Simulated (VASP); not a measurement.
Input of a VASP 6.6.1 run:

Contents of POSCAR:

```
In
1.0
   -1.8440955744      1.8440955744      1.8440955744
    1.8440955744     -1.8440955744      1.8440955744
    1.8440955744      1.8440955744     -1.8440955744
In
1
Direct
    0.0000000000      0.0000000000      0.0000000000
```

File INCAR.step1:

```
SYSTEM = In
PREC = Accurate
ENCUT = 520
EDIFF = 1E-5
ISMEAR = -1
SIGMA = 0.05
LREAL = .False.
LASPH = .True.
NELM = 100
ALGO = Normal
ISIF = 2
LWAVE = .True.
LCHARG = .False.
GGA = PE
NBANDS = 12
```

INCAR.step2

```
SYSTEM = In
PREC = Accurate
ENCUT = 520
EDIFF = 1E-6
ISMEAR = -1
SIGMA = 0.05
LREAL = .False.
LASPH = .True.
NELM = 100
ALGO = Normal
ISIF = 2
LWAVE = .False.
LCHARG = .False.
GGA = PE
LHFCALC = .True.
AEXX = 0.25
HFSCREEN = 0.3
PRECFOCK = Normal
ISTART = 1
NBANDS = 12
```

File KPOINTS:

```
regular mesh
0
Gamma
  5 5 5
  0 0 0
```

Potentials or basis: VASP PAW PBE potentials, release 64 (In_d).

Launch:

```sh
$ cat potpaw_PBE.64/In_d/POTCAR > POTCAR
$ cp INCAR.step1 INCAR
$ mpirun -np 1 vasp_std > vasp.out
$ cp INCAR.step2 INCAR
$ mpirun -np 1 vasp_std > vasp.out
```

**Question.** Estimate the pressure.

**Answer.** 2.5 GPa.

Caveat: the k points lie up to 0.48 Å⁻¹ apart; the PAW data sets were made with another functional, which shifts forces and pressure a little.
